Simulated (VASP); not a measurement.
# BiAsSe (P4/mmm) in VASP: a series of runs, part 2 of 3

VASP 6.6.1. Earlier steps stand in the parts before.

## (5) Single point, PBE

This run uses another cell than the first one, of 32.27 Å³/atom.

INCAR

```
SYSTEM = BiAsSe
ALGO = Normal
EDIFF = 1E-6
ENCUT = 520
GGA = PE
ISIF = 2
ISMEAR = 0
LASPH = .TRUE.
LCHARG = .FALSE.
LREAL = .FALSE.
LWAVE = .FALSE.
NBANDS = 20
NELM = 60
PREC = Accurate
SIGMA = 0.1
```

KPOINTS

```
k-points
0
G
  12 12 8
  0 0 0
```

POSCAR

```
BiAsSe
1.0
    4.0876855672      0.0000000000      0.0000000000
    0.0000000000      4.0876855672      0.0000000000
    0.0000000000      0.0000000000      5.7942763833
Bi As Se
1 1 1
Direct
    0.0000000000      0.0000000000      0.5000000000
    0.0000000000      0.0000000000      0.0000000000
    0.5000000000      0.5000000000      0.5000000000
```

Potentials or basis: VASP PAW PBE potentials, release 64 (Bi_d, As, Se).

Launch:

```
$ cat potpaw_PBE.64/Bi_d/POTCAR potpaw_PBE.64/As/POTCAR potpaw_PBE.64/Se/POTCAR > POTCAR
$ mpirun -np 1 vasp_std > vasp.out
```

OUTCAR:

```text
SYSTEM = BiAsSe
   EDIFF = 1E-6
   ENCUT = 520
   GGA = PE
   ISIF = 2
   ISMEAR = 0
   LASPH = .TRUE.
   LREAL = .FALSE.
   NELM = 60
   PREC = Accurate

 ion  position               nearest neighbor table
   1  0.000  0.000  0.500-   3 2.89   3 2.89   3 2.89   3 2.89   2 2.90   2 2.90
   2  0.000  0.000  0.000-   1 2.90   1 2.90
   3  0.500  0.500  0.500-   1 2.89   1 2.89   1 2.89   1 2.89

  LATTYP: Found a simple tetragonal cell.
 ALAT       =     4.0876855672
 C/A-ratio  =     1.4174956190

  Lattice vectors:

 A1 = (   4.0876855672,   0.0000000000,   0.0000000000)
 A2 = (   0.0000000000,   4.0876855672,   0.0000000000)
 A3 = (   0.0000000000,   0.0000000000,   5.7942763833)

Analysis of symmetry for initial positions (statically):
=====================================================================
 Subroutine PRICEL returns:
 Original cell was already a primitive cell.

 Routine SETGRP: Setting up the symmetry group for a
 simple tetragonal supercell.

 Subroutine GETGRP returns: Found 16 space group operations
 (whereof 16 operations were pure point group operations)
 out of a pool of 16 trial point group operations.

The static configuration has the point symmetry D_4h.

Analysis of symmetry for dynamics (positions and initial velocities):
=====================================================================
 Subroutine PRICEL returns:
 Original cell was already a primitive cell.

 Routine SETGRP: Setting up the symmetry group for a
 simple tetragonal supercell.

 Subroutine GETGRP returns: Found 16 space group operations
 (whereof 16 operations were pure point group operations)
 out of a pool of 16 trial point group operations.

The dynamic configuration has the point symmetry D_4h.

 Subroutine INISYM returns: Found 16 space group operations
 (whereof 16 operations are pure point group operations),
 and found     1 'primitive' translations

----------------------------------------------------------------------------------------

                                     Primitive cell

  volume of cell :      96.8176

  direct lattice vectors                    reciprocal lattice vectors
     4.087685567  0.000000000  0.000000000     0.244637212  0.000000000  0.000000000
     0.000000000  4.087685567  0.000000000     0.000000000  0.244637212  0.000000000
     0.000000000  0.000000000  5.794276383     0.000000000  0.000000000  0.172584104

  length of vectors
     4.087685567  4.087685567  5.794276383     0.244637212  0.244637212  0.172584104

  position of ions in fractional coordinates (direct lattice)
     0.000000000  0.000000000  0.500000000
     0.000000000  0.000000000  0.000000000
     0.500000000  0.500000000  0.500000000

  ion indices of the primitive-cell ions
   primitive index   ion index
                 1           1
                 2           2
                 3           3

----------------------------------------------------------------------------------------

 KPOINTS: k-points

Automatic generation of k-mesh.
 Grid dimensions read from file:
 generate k-points for:   12   12    8

 Generating k-lattice:

  Cartesian coordinates                     Fractional coordinates (reciprocal lattice)
     0.020386434  0.000000000  0.000000000     0.083333333  0.000000000  0.000000000
     0.000000000  0.020386434  0.000000000     0.000000000  0.083333333  0.000000000
     0.000000000  0.000000000  0.021573013     0.000000000  0.000000000  0.125000000

  Length of vectors
     0.020386434  0.020386434  0.021573013

  Shift w.r.t. Gamma in fractional coordinates (k-lattice)
     0.000000000  0.000000000  0.000000000

 Subroutine IBZKPT returns following result:
 ===========================================

 Found    140 irreducible k-points:

 Following reciprocal coordinates:
            Coordinates               Weight
  0.000000  0.000000  0.000000      1.000000
  0.083333  0.000000  0.000000      4.000000
  0.166667  0.000000  0.000000      4.000000
  0.250000  0.000000  0.000000      4.000000
  0.333333  0.000000  0.000000      4.000000
  0.416667  0.000000  0.000000      4.000000
[... 16 lines left out ...]
  0.333333  0.333333  0.000000      4.000000
  0.416667  0.333333  0.000000      8.000000
 [... further k-points ...]
   k-points           NKPTS =    140   k-points in BZ     NKDIM =    140   number of bands    NBANDS=     20
   number of dos      NEDOS =    301   number of ions     NIONS =      3
   total plane-waves  NPLWV =  43200
   dimension x,y,z NGX =    30 NGY =   30 NGZ =   48
   dimension x,y,z NGXF=    60 NGYF=   60 NGZF=   96
   ions per type =               1   1   1
   NGX,Y,Z   is equivalent  to a cutoff of  12.20, 12.20, 13.77 a.u.
   NGXF,Y,Z  is equivalent  to a cutoff of  24.40, 24.40, 27.54 a.u.
 SYSTEM =  BiAsSe
   PREC   = accura    normal or accurate (medium, high low for compatibility)
   ISTART =      0    job   : 0-new  1-cont  2-samecut
   ICHARG =      2    charge: 1-file 2-atom 10-const
   ISPIN  =      1    spin polarized calculation?
   LNONCOLLINEAR =      F non collinear calculations
   LSORBIT =      F    spin-orbit coupling
   LASPH  =      T    aspherical Exc in radial PAW
   ENCUT  =  520.0 eV  38.22 Ry    6.18 a.u.   7.60  7.60 10.77*2*pi/ulx,y,z
   NELM   =     60;   NELMIN=  2; NELMDL= -5     # of ELM steps
   EDIFF  = 0.1E-05   stopping-criterion for ELM
   LREAL  =      F    real-space projection
   EDIFFG = 0.1E-04   stopping-criterion for IOM
   NSW    =      0    number of steps for IOM
   IBRION =     -1    ionic relax: 0-MD 1-quasi-New 2-CG
   NFREE  =      0    steps in history (QN), initial steepest desc. (CG)
   ISIF   =      2    stress and relaxation
   ISYM   =      2    0-nonsym 1-usesym 2-fastsym
   POTIM  = 0.5000    time-step for ionic-motion
   TEBEG  =    0.0;   TEEND  =   0.0 temperature during run
   PSTRESS=    0.0 pullay stress
   NELECT =      26.0000    total number of electrons
   NUPDOWN=      -1.0000    fix difference up-down
   EMIN   =  10.00;   EMAX   =-10.00  energy-range for DOS
   EFERMI =   0.00;   METHOD = LEGACY
   ISMEAR =     0;   SIGMA  =   0.10  broadening in eV -4-tet -1-fermi 0-gaus
   EFERMI_NEDOS =   21; number of points for ismear=-14 and -15
   IALGO  =     38    algorithm
   IMIX   =      4    mixing-type and parameters
     AMIX     =   0.40;   BMIX     =  1.00
     AMIX_MAG =   1.60;   BMIX_MAG =  1.00
  volume/ion in A,a.u.               =      32.27       217.79
  Fermi-wavevector in a.u.,A,eV,Ry     =   1.056204  1.995937 15.178215  1.115567
  Thomas-Fermi vector in A             =   2.191431
   LORBIT       =      0    0 simple, 1 ext, 2 COOP (PROOUT), +10 PAW based schemes
   GGA     = PE    functional components
   LHFCALC =     F    Hartree Fock is set to
   AEXX    =    0.0000 exact exchange contribution
   IVDW    =     0    specifies the selected vdW correction
   LEPSILON=     F    determine dielectric tensor
   LRPA    =     F    only Hartree local field effects (RPA)
 non-spin polarized calculation
 Gauss-broadening in eV      SIGMA  =   0.10
  energy-cutoff  :      520.00
  volume of cell :       96.82
 maximum number of plane-waves:      2632
   NGX = 15   NGY = 15   NGZ = 21

 number of electron      25.9999998 magnetization

 Free energy of the ion-electron system (eV)
  ---------------------------------------------------
  ext. energy  EPLUGINS =         0.00000000
  ---------------------------------------------------
  free energy    TOTEN  =       -10.58392282 eV

  energy without entropy =      -10.57072100  energy(sigma->0) =      -10.57732191

 E-fermi :   3.2687     XC(G=0):  -8.7692

 val. band max:        3.2676683652   @ k =   0.1667   0.0000   0.5000
 cond. band min:       3.2699095541   @ k =   0.0000   0.0000   0.5000
 fundamental gap:      0.0022411888
 Fermi energy:         3.2687257577

 k-point     1 :       0.0000    0.0000    0.0000
  band No.  band energies     occupation
      1     -20.0019      2.00000
      2     -19.9845      2.00000
      3     -19.9378      2.00000
      4     -19.8977      2.00000
      5     -19.8977      2.00000
      6     -10.9532      2.00000
[... 12 lines left out ...]
     19       9.7817      0.00000
[... 513 lines left out ...]
      4     -19.9044      2.00000
      5     -19.9028      2.00000
      6      -9.2178      2.00000
[... 12 lines left out ...]
     19       9.1936      0.00000
     20       9.9344      0.00000

 [... further k-points ...]

------------------------ aborting loop because EDIFF is reached ----------------------------------------

  FORCE on cell =-STRESS in cart. coord.  units (eV):
  Direction    XX          YY          ZZ          XY          YZ          ZX
  --------------------------------------------------------------------------------------
  -------------------------------------------------------------------------------------
  Total        0.0025740      0.0025740     -0.0018685      0.0000000     -0.0000000      0.0000000
  in kB        0.0425950      0.0425950     -0.0309205      0.0000000     -0.0000000      0.0000000
  external PRESSURE =       0.0180898 kB  Pullay stress =       0.0000000 kB

 VOLUME and BASIS-vectors are now :
 -----------------------------------------------------------------------------
  energy-cutoff  :      520.00
  volume of cell :       96.82
      direct lattice vectors                 reciprocal lattice vectors
     4.087685567  0.000000000  0.000000000     0.244637212  0.000000000  0.000000000
     0.000000000  4.087685567  0.000000000     0.000000000  0.244637212  0.000000000
     0.000000000  0.000000000  5.794276383     0.000000000  0.000000000  0.172584104

 POSITION                                       TOTAL-FORCE (eV/Angst)
 -----------------------------------------------------------------------------------
      0.00000      0.00000      2.89714         0.000000      0.000000      0.000000
      0.00000      0.00000      0.00000         0.000000      0.000000      0.000000
      2.04384      2.04384      2.89714         0.000000      0.000000      0.000000
 -----------------------------------------------------------------------------------
    total drift:                                0.000000     -0.000000      0.000000

  FREE ENERGIE OF THE ION-ELECTRON SYSTEM (eV)
  ---------------------------------------------------
  free  energy   TOTEN  =       -10.5839228159 eV

  energy  without entropy=      -10.5707210014  energy(sigma->0) =      -10.57732191
```

It took 2.8 min on 1 thread of Intel Xeon Platinum 8375C at 2.90GHz (Ice Lake), shared host; peak memory 0.42 GiB.

What came out:

| Item | Value |
| --- | --- |
| Free energy | -10.5839 eV |
| Pressure | 0.0 GPa |
| Band gap on the k mesh | zero (bands 13 and 14 overlap by 1.69 eV) |

Caveat: spin-orbit coupling is left out, which moves the levels of the heavy elements.

[end of part 2 of 3]
